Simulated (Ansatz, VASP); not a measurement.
# Al3B2W: VASP beside Ansatz

```
Al B W
1.0
    -0.00073    3.24103    0.00062
    -4.63892   -1.61937    0.00024
     1.33140    0.00169    9.66057
Al B W
6 4 2
Direct
  0.84156 0.68305 0.42404
  0.34156 0.68302 0.92404
  0.65401 0.30810 0.07758
  0.15401 0.30810 0.57759
  0.11541 0.23095 0.29499
  0.61542 0.23095 0.79499
  0.53921 0.07865 0.42119
  0.03921 0.07863 0.92119
  0.96628 0.93243 0.07531
  0.46627 0.93245 0.57531
  0.38353 0.76683 0.20689
  0.88352 0.76683 0.70689
```

Change from the starting cell: cell x2, atoms moved at random (sigma 0.05 Å) and cell strained at random (1.5 %), then relaxed without symmetry.

Alike in both runs: functional PBE; k mesh 8 × 8 × 2; occupations gaussian, width 0.2 eV; no spin polarisation.

Ansatz relaxed the structure, and its values are those at the end. VASP's run is a single point on that final structure, the one shown.

|  | VASP | Ansatz |
| --- | --- | --- |
| version | VASP 6.6.1 | Ansatz 0.2.0 |
| potentials or method | VASP PAW PBE potentials, release 64 (Al, B, W_sv), cutoff 520 eV | scalar-relativistic, plane waves, PAW |
| valence electrons in the cell | 58 | 58 |

Ansatz gave:

| Item | Value |
| --- | --- |
| gap on the k mesh at the Fermi level (eV) | none |
| pressure (GPa) | 0.0 |
| rms of the force components (eV/Å) | 0.005 |

Problem. What did VASP give for the same quantities?

Solution. gap on the k mesh at the Fermi level (eV): none; pressure (GPa): 0.0; rms of the force components (eV/Å): 0.006.

A gap of «none» marks a metal or a gap that the smearing closes.

Spin-orbit coupling is off throughout.
